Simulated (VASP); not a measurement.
SnTe (rocksalt type):

```
Sn Te
1.0
     0.00000    2.89164    2.89164
     2.89164    0.00000    2.89164
     2.89164    2.89164    0.00000
Sn Te
1 1
Cartesian
  0.0000 0.0000 0.0000
  2.8916 2.8916 2.8916
```

* Program: VASP 6.6.1
* Task: relaxation of cell and atoms
* Functional: PBE
* Potentials or basis: VASP PAW PBE potentials, release 64 (Sn_d, Te)
* Cutoff: 600 eV
* k mesh: 12 × 12 × 12
* Occupations: fermi-dirac, width 0.1 eV
* Spin: no spin polarisation

At the start: pressure 24.5 GPa; volume 24.18 Å³/atom.

Problem. How do energy, volume and symmetry change on relaxing?

Solution. Over 5 steps the energy falls by 504.7 meV/atom and the volume is 32.88 Å³/atom (+36.0 %); space group Fm-3m (No. 225, to 0.05 Å).

The path:
```tsv
step	energy change (eV)	largest force (eV/Å)	pressure (GPa)	volume (Å³)
1	0.0000	0.0000	24.45	48.36
2	-0.7673	0.0000	-4.95	79.05
3	-1.0093	0.0000	0.20	65.57
4	-1.0093	0.0000	-0.12	65.98
5	-1.0094	0.0000	0.01	65.77
```

Final structure:
```
Sn Te
1.0
     0.00000    3.20376    3.20376
     3.20376    0.00000    3.20376
     3.20376    3.20376    0.00000
Sn Te
1 1
Cartesian
  6.4075 3.2038 3.2038
  3.2038 3.2038 3.2038
```

Caveat: the volume moved by over 15 % at a fixed basis, so the end points are rough.
